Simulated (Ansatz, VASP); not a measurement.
**One calculation of V, two programs**

INCAR

```
  ALGO = Normal
  EDIFF = 1E-6
  ENCUT = 500
  GGA = PE
  GGA_COMPAT = False
  ISIF = 2
  ISMEAR = 0
  ISPIN = 2
  LASPH = True
  LCHARG = False
  LMAXMIX = 4
  LORBIT = 11
  LREAL = False
  LWAVE = False
  MAGMOM = 2
  NBANDS = 16
  NELM = 200
  PREC = Accurate
  SIGMA = 0.1
```

Contents of KPOINTS:

```
k-points
0
Gamma
  8 8 8
```

The input POSCAR:

```
V
1.0
   -1.5203549448      1.5203549448      1.5203549448
    1.5203549448     -1.5203549448      1.5203549448
    1.5203549448      1.5203549448     -1.5203549448
V
1
Direct
    0.0000000000      0.0000000000      0.0000000000
```

Input for Ansatz:

```yaml
crystal:
  lattice:
    - [-1.5203549448, 1.5203549448, 1.5203549448]
    - [1.5203549448, -1.5203549448, 1.5203549448]
    - [1.5203549448, 1.5203549448, -1.5203549448]
  atoms:
    - { symbol: V, position: [0.0, 0.0, 0.0], spin: 2.0 }
basis:
  ecutwfc: 420
kpoints:
  mp_grid: { grid: [8, 8, 8] }
hamiltonian:
  xc: pbe
scf:
  occupations: { method: gaussian, width: 0.1 }
  lower_state_search: "off"
output:
  forces: true
  stress: true
  eigenvalues: true
  populations: true
magnetization:
  spin_polarized: true
```

Alike in both runs: task single point; functional PBE; k mesh 8 × 8 × 8; occupations gaussian, width 0.1 eV; collinear spin.

|  | VASP | Ansatz |
| --- | --- | --- |
| version | VASP 6.6.1 | Ansatz 0.2.0 |
| potentials or method | VASP PAW PBE potentials, release 64 (V_sv), cutoff 500 eV | scalar-relativistic, plane waves, PAW |
| valence electrons in the cell | 13 | 13 |

|  | VASP | Ansatz | Ansatz less VASP |
| --- | --- | --- | --- |
| gap on the k mesh at the Fermi level (eV) | none | none | - |
| pressure (GPa) | -8.2 | -8.3 | -0.08 |
| net moment per atom (μB) | 0.00 | 0.00 | 0.000 |

A gap of «none» marks a metal or a gap that the smearing closes. Ansatz's warnings: seeded moment not kept.

The k mesh is coarse, so the values compare programs but aren't converged.
